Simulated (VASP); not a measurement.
Input of a VASP 6.6.1 run:

The input INCAR:

```
SYSTEM = C
  PREC = Accurate
  ENCUT = 520
  EDIFF = 1E-6
  ISMEAR = 0
  SIGMA = 0.15
  LREAL = .FALSE.
  LASPH = .TRUE.
  NELM = 60
  ALGO = Normal
  ISIF = 2
  LWAVE = .FALSE.
  LCHARG = .FALSE.
  GGA = PS
  NBANDS = 16
```

The input KPOINTS:

```
Automatic mesh
0
G
  21 21 6
  0 0 0
```

POSCAR

```
C
1.0
    1.1600432883     -2.0088505054      0.0000000000
    1.1600432883      2.0088505054      0.0000000000
    0.0000000000      0.0000000000      6.9611754955
C
4
Direct
    0.0833216498      0.9166783502      0.7498439858
    0.5833216498      0.4166783502      0.2501560142
    0.9166783502      0.0833216498      0.2501560142
    0.4166783502      0.5833216498      0.7498439858
```

Potentials or basis: VASP PAW PBE potentials, release 64 (C).

Command:

```sh
$ cat potpaw_PBE.64/C/POTCAR > POTCAR
$ mpirun -np 1 vasp_std > vasp.out
```

Problem. What does it give for the band gap on the k mesh?

Solution. Zero (filled and empty bands touch).

Problem. Estimate the pressure.

Solution. 61.3 GPa.

Stress tensor (GPa, compression positive):
```
91.80  0.00  0.00
 0.00 91.72  0.00
 0.00  0.00  0.41
```

Caveat: the PAW data sets were made with another functional, which shifts forces and pressure a little; this functional lacks dispersion, which binds the layers, so the pressure and a relaxed spacing across them are unreliable.
